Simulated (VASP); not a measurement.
# Al3BP4 in VASP: further runs

Al3BP4 is run at these levels: PBE; tasks: single point, relaxation of cell and atoms.

Program: VASP 6.6.1. These are calculated values, not measurements. Logs are shortened: lines on timing, memory, paths and dates and some standing lists are left out, and cuts for length are marked.

## Step 1: The cell of the first run

It takes space group I-42m (No. 121, tetragonal). The conventional cell has a = 5.283 Å, b = 5.283 Å, c = 10.474 Å, α = 90.00°, β = 90.00°, γ = 90.00°. Within 3.1 Å of Al (site symmetry -4) lie 4 P at 2.36 Å. Al (site symmetry -42m) has 4 P at 2.42 Å within 3.2 Å. B (site symmetry -42m) has 4 P at 2.02 Å within 2.7 Å. P (site symmetry m) has 1 B at 2.02 Å and 3 Al at 2.36 to 2.42 Å within 2.7 Å.

## Step 2: Single point, PBE

INCAR reads:

```
SYSTEM = Al3BP4
ALGO = Normal
EDIFF = 1E-6
ENCUT = 520
GGA = PE
ISIF = 2
ISMEAR = 0
LASPH = .TRUE.
LCHARG = .FALSE.
LREAL = .FALSE.
LWAVE = .FALSE.
NBANDS = 26
NELM = 60
PREC = Accurate
SIGMA = 0.1
```

KPOINTS reads:

```
k-points
0
G
  4 4 4
  0 0 0
```

POSCAR reads:

```
Al3BP4
1.0
    5.2832276657      0.0000000000      0.0000000000
    0.0000000000      5.2832276657      0.0000000000
   -2.6416138328     -2.6416138328      5.2372373647
Al B P
3 1 4
Direct
    0.7500000000      0.2500000000      0.5000000000
    0.2500000000      0.7500000000      0.5000000000
    0.5000000000      0.5000000000      1.0000000000
    0.0000000000      0.0000000000      0.0000000000
    0.1047770821      0.1047770821      0.7721013153
    0.6673242332      0.6673242332      0.7721013153
    0.8952229179      0.3326757668      0.2278986847
    0.3326757668      0.8952229179      0.2278986847
```

Potentials or basis: VASP PAW PBE potentials, release 64 (Al, B, P).

Run with:

```sh
$ cat potpaw_PBE.64/Al/POTCAR potpaw_PBE.64/B/POTCAR potpaw_PBE.64/P/POTCAR > POTCAR
$ mpirun -np 1 vasp_std > vasp.out
```

OUTCAR:

```text
SYSTEM = Al3BP4
   EDIFF = 1E-6
   ENCUT = 520
   GGA = PE
   ISIF = 2
   ISMEAR = 0
   LASPH = .TRUE.
   LREAL = .FALSE.
   NELM = 60
   PREC = Accurate

 ion  position               nearest neighbor table
   1  0.750  0.250  0.500-   7 2.36   5 2.36   6 2.36   8 2.36
   2  0.250  0.750  0.500-   8 2.36   5 2.36   6 2.36   7 2.36
   3  0.500  0.500  0.000-   6 2.42   7 2.42   8 2.42   5 2.42
   4  0.000  0.000  0.000-   5 2.02   7 2.02   8 2.02   6 2.02
   5  0.105  0.105  0.772-   4 2.02   2 2.36   1 2.36   3 2.42
   6  0.667  0.667  0.772-   4 2.02   2 2.36   1 2.36   3 2.42
   7  0.895  0.333  0.228-   4 2.02   1 2.36   2 2.36   3 2.42
   8  0.333  0.895  0.228-   4 2.02   2 2.36   1 2.36   3 2.42

  LATTYP: Found a body centered tetragonal cell.
 ALAT       =     5.2832276657
 C/A-ratio  =     1.9825900741

  Lattice vectors:

 A1 = (   2.6416138328,  -2.6416138329,  -5.2372373647)
 A2 = (  -2.6416138329,   2.6416138328,  -5.2372373647)
 A3 = (   2.6416138329,   2.6416138329,   5.2372373647)

Analysis of symmetry for initial positions (statically):
=====================================================================
 Subroutine PRICEL returns:
 Original cell was already a primitive cell.

 Routine SETGRP: Setting up the symmetry group for a
 body centered tetragonal supercell.

 Subroutine GETGRP returns: Found  8 space group operations
 (whereof  8 operations were pure point group operations)
 out of a pool of 16 trial point group operations.

The static configuration has the point symmetry D_2d.

Analysis of symmetry for dynamics (positions and initial velocities):
=====================================================================
 Subroutine PRICEL returns:
 Original cell was already a primitive cell.

 Routine SETGRP: Setting up the symmetry group for a
 body centered tetragonal supercell.

 Subroutine GETGRP returns: Found  8 space group operations
 (whereof  8 operations were pure point group operations)
 out of a pool of 16 trial point group operations.

The dynamic configuration has the point symmetry D_2d.

 Subroutine INISYM returns: Found  8 space group operations
 (whereof  8 operations are pure point group operations),
 and found     1 'primitive' translations

----------------------------------------------------------------------------------------

                                     Primitive cell

  volume of cell :     146.1844

  direct lattice vectors                    reciprocal lattice vectors
     5.283227666  0.000000000  0.000000000     0.189278234  0.000000000  0.095470181
     0.000000000  5.283227666  0.000000000     0.000000000  0.189278234  0.095470181
    -2.641613833 -2.641613833  5.237237365     0.000000000  0.000000000  0.190940362

  length of vectors
     5.283227666  5.283227666  6.433109862     0.211992465  0.211992465  0.190940362

  position of ions in fractional coordinates (direct lattice)
     0.750000000  0.250000000  0.500000000
     0.250000000  0.750000000  0.500000000
     0.500000000  0.500000000  0.000000000
     0.000000000  0.000000000  0.000000000
     0.104777082  0.104777082  0.772101315
     0.667324233  0.667324233  0.772101315
     0.895222918  0.332675767  0.227898685
     0.332675767  0.895222918  0.227898685

  ion indices of the primitive-cell ions
   primitive index   ion index
                 1           1
                 2           2
                 3           3
                 4           4
                 5           5
                 6           6
                 7           7
                 8           8

----------------------------------------------------------------------------------------

 KPOINTS: k-points

Automatic generation of k-mesh.
 Grid dimensions read from file:
 generate k-points for:    4    4    4

 Generating k-lattice:

  Cartesian coordinates                     Fractional coordinates (reciprocal lattice)
     0.047319558  0.000000000  0.023867545     0.250000000  0.000000000 -0.000000000
     0.000000000  0.047319558  0.023867545     0.000000000  0.250000000 -0.000000000
     0.000000000  0.000000000  0.047735091     0.000000000  0.000000000  0.250000000

  Length of vectors
     0.052998116  0.052998116  0.047735091

  Shift w.r.t. Gamma in fractional coordinates (k-lattice)
     0.000000000  0.000000000  0.000000000

 Subroutine IBZKPT returns following result:
 ===========================================

 Found     13 irreducible k-points:

 Following reciprocal coordinates:
            Coordinates               Weight
  0.000000  0.000000  0.000000      1.000000
  0.250000  0.000000  0.000000      8.000000
  0.500000  0.000000  0.000000      4.000000
  0.250000  0.250000  0.000000      8.000000
  0.500000  0.250000  0.000000     16.000000
 -0.250000  0.250000  0.000000      4.000000
  0.500000  0.500000  0.000000      2.000000
  0.000000  0.000000  0.250000      2.000000
  0.250000  0.000000  0.250000      8.000000
  0.500000  0.000000  0.250000      4.000000
  0.250000  0.250000  0.250000      4.000000
  0.500000  0.500000  0.250000      2.000000
  0.000000  0.000000  0.500000      1.000000
   k-points           NKPTS =     13   k-points in BZ     NKDIM =     13   number of bands    NBANDS=     26
   number of dos      NEDOS =    301   number of ions     NIONS =      8
   total plane-waves  NPLWV =  76800
   dimension x,y,z NGX =    40 NGY =   40 NGZ =   48
   dimension x,y,z NGXF=    80 NGYF=   80 NGZF=   96
   ions per type =               3   1   4
   NGX,Y,Z   is equivalent  to a cutoff of  12.59, 12.59, 12.40 a.u.
   NGXF,Y,Z  is equivalent  to a cutoff of  25.17, 25.17, 24.81 a.u.
 SYSTEM =  Al3BP4
   PREC   = accura    normal or accurate (medium, high low for compatibility)
   ISTART =      0    job   : 0-new  1-cont  2-samecut
   ICHARG =      2    charge: 1-file 2-atom 10-const
   ISPIN  =      1    spin polarized calculation?
   LNONCOLLINEAR =      F non collinear calculations
   LSORBIT =      F    spin-orbit coupling
   LASPH  =      T    aspherical Exc in radial PAW
   ENCUT  =  520.0 eV  38.22 Ry    6.18 a.u.   9.82  9.82 11.96*2*pi/ulx,y,z
   NELM   =     60;   NELMIN=  2; NELMDL= -5     # of ELM steps
   EDIFF  = 0.1E-05   stopping-criterion for ELM
   LREAL  =      F    real-space projection
   EDIFFG = 0.1E-04   stopping-criterion for IOM
   NSW    =      0    number of steps for IOM
   IBRION =     -1    ionic relax: 0-MD 1-quasi-New 2-CG
   NFREE  =      0    steps in history (QN), initial steepest desc. (CG)
   ISIF   =      2    stress and relaxation
   ISYM   =      2    0-nonsym 1-usesym 2-fastsym
   POTIM  = 0.5000    time-step for ionic-motion
   TEBEG  =    0.0;   TEEND  =   0.0 temperature during run
   PSTRESS=    0.0 pullay stress
   NELECT =      32.0000    total number of electrons
   NUPDOWN=      -1.0000    fix difference up-down
   EMIN   =  10.00;   EMAX   =-10.00  energy-range for DOS
   EFERMI =   0.00;   METHOD = LEGACY
   ISMEAR =     0;   SIGMA  =   0.10  broadening in eV -4-tet -1-fermi 0-gaus
   EFERMI_NEDOS =   21; number of points for ismear=-14 and -15
   IALGO  =     38    algorithm
   IMIX   =      4    mixing-type and parameters
     AMIX     =   0.40;   BMIX     =  1.00
     AMIX_MAG =   1.60;   BMIX_MAG =  1.00
  volume/ion in A,a.u.               =      18.27       123.31
  Fermi-wavevector in a.u.,A,eV,Ry     =   0.986638  1.864476 13.244654  0.973455
  Thomas-Fermi vector in A             =   2.118033
   LORBIT       =      0    0 simple, 1 ext, 2 COOP (PROOUT), +10 PAW based schemes
   GGA     = PE    functional components
   LHFCALC =     F    Hartree Fock is set to
   AEXX    =    0.0000 exact exchange contribution
   IVDW    =     0    specifies the selected vdW correction
   LEPSILON=     F    determine dielectric tensor
   LRPA    =     F    only Hartree local field effects (RPA)
 non-spin polarized calculation
 Gauss-broadening in eV      SIGMA  =   0.10
  energy-cutoff  :      520.00
  volume of cell :      146.18
 maximum number of plane-waves:      3954
   NGX = 19   NGY = 19   NGZ = 23

 number of electron      32.0000002 magnetization

 Free energy of the ion-electron system (eV)
  ---------------------------------------------------
  ext. energy  EPLUGINS =         0.00000000
  ---------------------------------------------------
  free energy    TOTEN  =       -43.14773606 eV

  energy without entropy =      -43.14773606  energy(sigma->0) =      -43.14773606

 E-fermi :   5.6253     XC(G=0):  -9.5154

 val. band max:        5.2037326864   @ k =   0.0000   0.0000   0.0000
 cond. band min:       6.3378323910   @ k =   0.0000   0.0000   0.0000
 fundamental gap:      1.1340997045
 Fermi energy:         5.6252783265

 k-point     1 :       0.0000    0.0000    0.0000
  band No.  band energies     occupation
      1      -7.3560      2.00000
      2      -4.3975      2.00000
      3      -4.2727      2.00000
      4      -4.2727      2.00000
      5      -2.0638      2.00000
      6      -0.0103      2.00000
[... 18 lines left out ...]
     25      10.6294      0.00000
     26      11.2498      0.00000

 k-point     2 :       0.2500    0.0000    0.0000
  band No.  band energies     occupation
      1      -7.0759      2.00000
      2      -4.8667      2.00000
      3      -4.5132      2.00000
      4      -4.4216      2.00000
      5      -1.5564      2.00000
      6       0.0427      2.00000
[... 18 lines left out ...]
     25      10.7184      0.00000
     26      11.0068      0.00000

 k-point     3 :       0.5000    0.0000    0.0000
  band No.  band energies     occupation
      1      -6.5793      2.00000
      2      -5.6132      2.00000
      3      -4.6322      2.00000
      4      -4.5562      2.00000
      5      -1.1781      2.00000
      6       0.4520      2.00000
[... 253 lines left out ...]
 k-point    12 :       0.5000    0.5000    0.2500
  band No.  band energies     occupation
      1      -6.2002      2.00000
      2      -5.1223      2.00000
      3      -5.1223      2.00000
      4      -4.9598      2.00000
      5      -0.9869      2.00000
      6      -0.6925      2.00000
[... 18 lines left out ...]
     25      10.2998      0.00000
     26      10.2998      0.00000

 k-point    13 :       0.0000    0.0000    0.5000
  band No.  band energies     occupation
      1      -6.7392      2.00000
      2      -5.8300      2.00000
      3      -4.3483      2.00000
      4      -4.3483      2.00000
      5      -1.5264      2.00000
      6      -0.3316      2.00000
[... 18 lines left out ...]
     25      11.3457      0.00000
     26      11.3457      0.00000

------------------------ aborting loop because EDIFF is reached ----------------------------------------

  FORCE on cell =-STRESS in cart. coord.  units (eV):
  Direction    XX          YY          ZZ          XY          YZ          ZX
  --------------------------------------------------------------------------------------
  -------------------------------------------------------------------------------------
  Total       -0.1176803     -0.1176803     -0.0776760      0.0000000     -0.0000000     -0.0000000
  in kB       -1.2897733     -1.2897733     -0.8513271      0.0000000     -0.0000000     -0.0000000
  external PRESSURE =      -1.1436246 kB  Pullay stress =       0.0000000 kB

 VOLUME and BASIS-vectors are now :
 -----------------------------------------------------------------------------
  energy-cutoff  :      520.00
  volume of cell :      146.18
      direct lattice vectors                 reciprocal lattice vectors
     5.283227666  0.000000000  0.000000000     0.189278234  0.000000000  0.095470181
     0.000000000  5.283227666  0.000000000     0.000000000  0.189278234  0.095470181
    -2.641613833 -2.641613833  5.237237365     0.000000000  0.000000000  0.190940362

 POSITION                                       TOTAL-FORCE (eV/Angst)
 -----------------------------------------------------------------------------------
      2.64161      0.00000      2.61862        -0.000000     -0.000000      0.000000
      0.00000      2.64161      2.61862        -0.000000      0.000000      0.000000
      2.64161      2.64161      0.00000        -0.000000      0.000000      0.000000
      0.00000      0.00000      0.00000        -0.000000      0.000000      0.000000
     -1.48603     -1.48603      4.04368        -0.005876     -0.005876     -0.005268
      1.48603      1.48603      4.04368         0.005876      0.005876     -0.005268
      4.12765      1.15558      1.19356         0.005876     -0.005876      0.005268
      1.15558      4.12765      1.19356        -0.005876      0.005876      0.005268
 -----------------------------------------------------------------------------------
    total drift:                               -0.000001     -0.000001     -0.000001

  FREE ENERGIE OF THE ION-ELECTRON SYSTEM (eV)
  ---------------------------------------------------
  free  energy   TOTEN  =       -43.1477360598 eV

  energy  without entropy=      -43.1477360598  energy(sigma->0) =      -43.14773606
```

It took 29 s on 1 thread of Intel Xeon 6975P-C (Granite Rapids), shared host; peak memory 0.27 GiB.

Results:

```yaml
Free_energy: -43.1477 eV
Pressure: -0.1 GPa
Largest_force: 0.010 eV/Å
Band_gap_on_the_k_mesh: 1.13 eV
```

Forces in eV/Å, atoms in the order of the input:
```
Al   0.000  0.000  0.000
Al   0.000  0.000  0.000
Al   0.000  0.000  0.000
B    0.000  0.000  0.000
P   -0.006 -0.006 -0.005
P    0.006  0.006 -0.005
P    0.006 -0.006  0.005
P   -0.006  0.006  0.005
```

Levels at points of the mesh, in eV from the valence-band top:
| k point | band 14 | band 15 | band 16 | band 17 | band 18 | band 19 |
| --- | --- | --- | --- | --- | --- | --- |
| (0.00, 0.00, 0.00) | -0.12 | 0.00 | 0.00 | 1.13 | 1.85 | 3.57 |
| (0.50, 0.00, 0.00) | -1.84 | -1.23 | -0.98 | 3.02 | 3.31 | 3.83 |
| (0.50, 0.50, 0.00) | -0.88 | -0.73 | -0.58 | 1.87 | 3.06 | 3.11 |
| (0.00, 0.00, 0.50) | -1.68 | -1.21 | -1.21 | 1.54 | 1.54 | 1.89 |

A k mesh can miss the band edges.

(Part 1 of 2 ends here.)
